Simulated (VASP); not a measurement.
Input of a VASP 6.6.1 run:

File INCAR:

```
  ALGO = Normal
  EDIFF = 1E-6
  EDIFFG = -0.002
  ENCUT = 600
  GGA = PS
  IBRION = 2
  ISIF = 3
  ISMEAR = -1
  LASPH = True
  LCHARG = False
  LREAL = False
  LWAVE = False
  NELM = 100
  NSW = 100
  PREC = Accurate
  PSTRESS = 40.0
  SIGMA = 0.08
```

KPOINTS

```
k-points
0
Gamma
  16 16 12
```

POSCAR

```
HfB2
1.0
    3.1278077826      0.0000000000      0.0000000000
   -1.5639038913      2.7087609979      0.0000000000
    0.0000000000      0.0000000000      3.4462501325
Hf B
1 2
Direct
    0.0000000000      0.0000000000      0.0000000000
    0.3333333333      0.6666666667      0.5000000000
    0.6666666667      0.3333333333      0.5000000000
```

Potentials or basis: VASP PAW PBE potentials, release 64 (Hf_pv, B).

Command:

```console
$ cat potpaw_PBE.64/Hf_pv/POTCAR potpaw_PBE.64/B/POTCAR > POTCAR
$ mpirun -np 1 vasp_std > vasp.out
```

(1) Estimate the relaxed cell.

(2) Predict the space group after relaxing (to 0.1 Å).

(3) What does it give for the relaxed volume?

## Answers

(1) a = 3.112 Å, b = 3.112 Å, c = 3.429 Å, α = 90.00°, β = 90.00°, γ = 120.00°.

(2) P6/mmm (No. 191).

(3) 9.59 Å³/atom.

Caveat: the cell is relaxed towards a set pressure, so the run minimises the enthalpy, not the energy; the PAW data sets were made with another functional, which shifts forces and pressure a little.
